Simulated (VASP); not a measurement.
Here is a VASP 6.6.1 calculation.

INCAR

```
SYSTEM = In3Sb
  PREC = Accurate
  ENCUT = 520
  EDIFF = 1E-6
  ISMEAR = -1
  SIGMA = 0.01
  LREAL = .False.
  LASPH = .True.
  NELM = 100
  ALGO = Normal
  ISIF = 2
  LWAVE = .False.
  LCHARG = .True.
  GGA = PS
  LELF = .True.
  LVHAR = .True.
  NBANDS = 30
```

Contents of KPOINTS:

```
regular mesh
0
Gamma
  5 5 5
  0 0 0
```

POSCAR

```
In3Sb
1.0
    4.5937808006      0.0000000000      0.0000000000
    0.0000000000      4.5937808006      0.0000000000
    0.0000000000      0.0000000000      4.5937808006
Sb In
1 3
Direct
    0.0000000000      0.0000000000      0.0000000000
    0.0000000000      0.5000000000      0.5000000000
    0.5000000000      0.0000000000      0.5000000000
    0.5000000000      0.5000000000      0.0000000000
```

Potentials or basis: VASP PAW PBE potentials, release 64 (Sb, In_d).

Launch:

```bash
$ cat potpaw_PBE.64/Sb/POTCAR potpaw_PBE.64/In_d/POTCAR > POTCAR
$ mpirun -np 1 vasp_std > vasp.out
```

Predict the band gap on the k mesh.

zero (bands 22 and 23 overlap by 2.61 eV).

Estimate the pressure.

5.0 GPa.

Caveat: the cell stands under pressure; the PAW data sets were made with another functional, which shifts forces and pressure a little; spin-orbit coupling is left out, which moves the levels of the heavy elements.
